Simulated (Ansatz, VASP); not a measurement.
**Te2Mo: VASP beside Ansatz**

```xyz
3
Lattice="3.4911 0.0000 0.0000 -1.7455 3.0234 0.0000 0.0000 0.0000 18.0522" Properties=species:S:1:pos:R:3 pbc="T T T"
Te    0.0000    2.0156   16.2488
Te    0.0000    2.0156    1.8034
Mo    0.0000    0.0000    0.0000
```

Change from the starting cell: strain along c alone, the other axes held, atoms relaxed: +3.0 %.

Alike in both runs: functional PBEsol; k mesh 12 × 12 × 2; occupations gaussian, width 0.02 eV; no spin polarisation.

Ansatz relaxed the structure, and its values are those at the end. VASP's run is a single point on that final structure, the one shown.

|  | VASP | Ansatz |
| --- | --- | --- |
| version | VASP 6.6.1 | Ansatz 0.2.0 |
| potentials or method | VASP PAW PBE potentials, release 64 (Te, Mo_sv), cutoff 520 eV | scalar-relativistic, plane waves, PAW |
| valence electrons in the cell | 26 | 46 |

Ansatz gave:

* gap on the k mesh at the Fermi level (eV): 1.20
* least direct gap on the mesh (eV): 1.20
* rms of the force components (eV/Å): 0.000

**Question.** Estimate VASP's values.

**Answer.** gap on the k mesh at the Fermi level (eV): 1.20; least direct gap on the mesh (eV): 1.20; rms of the force components (eV/Å): 0.014.

VASP's potentials were made for PBE, not for PBEsol. The functional is the same, so the differences come from potentials, cutoffs and numerics. VASP's potentials hold 26 valence electrons a cell and Ansatz's 46, so a difference there can come from the potentials and not from the codes. Ansatz's warnings: stress scf threshold loose.

Spin-orbit coupling is off throughout.
